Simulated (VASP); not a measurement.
# Sb: relaxation of cell and atoms with PBE

Sb:

```
Sb
1.0
     2.92194    0.00000    0.01020
     0.00000    4.12142    0.00000
    -0.02200    0.00000    4.12113
Sb
2
Cartesian
  2.9055 3.0911 3.1010
  -0.0056 1.0304 1.0303
```

This isn't the form of Sb at room conditions, which is rhombohedral.

- Program: VASP 6.6.1
- Task: relaxation of cell and atoms
- Functional: PBE
- Potentials or basis: VASP PAW PBE potentials, release 64 (Sb)
- Cutoff: 600 eV
- k mesh: 14 × 10 × 10
- Occupations: gaussian, width 0.1 eV
- Spin: no spin polarisation
- Target pressure: 15 GPa
- Dipole correction: no
- Further INCAR settings: ALGO = Normal; EDIFF = 1e-06; IBRION = 2; EDIFFG = -0.008; NSW = 70; ISIF = 3

```json
{
 "Relaxed volume": "25.10 Å³/atom",
 "Relaxed cell": "a = 2.933 Å, b = 4.138 Å, c = 4.138 Å, α = 90.00°, β = 90.11°, γ = 90.00°",
 "Space group after relaxing (to 0.1 Å)": "Pm-3m (No. 221)",
 "Energy change on relaxing (the run minimises the enthalpy)": "-28.4 meV/atom",
 "Ionic steps": "3",
 "Pressure after relaxing": "15.0 GPa",
 "Band gap on the k mesh": "zero (bands 5 and 6 overlap by 10.65 eV)"
}
```

Step by step:
```
step  energy change (eV)  largest force (eV/Å)  pressure (GPa)  volume (Å³)
   1              0.0000                0.0003           16.43        49.63
   2             -0.1454                0.0001           12.65        51.24
   3             -0.0568                0.0002           15.00        50.21
```

Final structure:
```cif
data_structure
_symmetry_space_group_name_H-M 'P 1'
_symmetry_Int_Tables_number 1
_cell_length_a 2.9327
_cell_length_b 4.1378
_cell_length_c 4.1376
_cell_angle_alpha 90.000
_cell_angle_beta 90.108
_cell_angle_gamma 90.000
_cell_volume 50.21
loop_
_atom_site_label
_atom_site_type_symbol
_atom_site_fract_x
_atom_site_fract_y
_atom_site_fract_z
_atom_site_occupancy
Sb1 Sb 0.00002 0.75000 0.75000 1
Sb2 Sb 0.99998 0.25000 0.25000 1
```

Levels at points of the mesh, in eV from the Fermi level:
```csv
k point,band 3,band 4,band 5,band 6,band 7,band 8
"(0.00, 0.00, 0.00)",-4.41,-4.41,1.45,3.61,3.69,3.69
"(0.50, 0.00, 0.00)",-3.41,-2.04,-2.03,-1.99,4.51,4.53
"(0.00, 0.50, 0.00)",-1.83,-1.83,-1.06,-1.06,5.74,5.74
"(0.50, 0.50, 0.00)",-4.95,-4.95,0.66,0.66,2.17,2.17
"(0.00, 0.00, 0.50)",-1.83,-1.83,-1.06,-1.06,5.74,5.74
"(0.50, 0.00, 0.50)",-4.95,-4.95,0.66,0.66,2.17,2.17
"(0.00, 0.50, 0.50)",-6.91,-6.91,6.26,6.26,6.35,6.35
"(0.50, 0.50, 0.50)",-4.44,-4.44,-4.39,-4.39,1.45,1.45
```

Wall time 99 s on 1 thread of Intel(R) Xeon(R) 6975P-C (Granite Rapids), on a shared host, peak memory 0.37 GiB.

Caveat: the cell is relaxed towards a set pressure, so the run minimises the enthalpy, not the energy; spin-orbit coupling is left out, which moves the levels of the heavy elements.
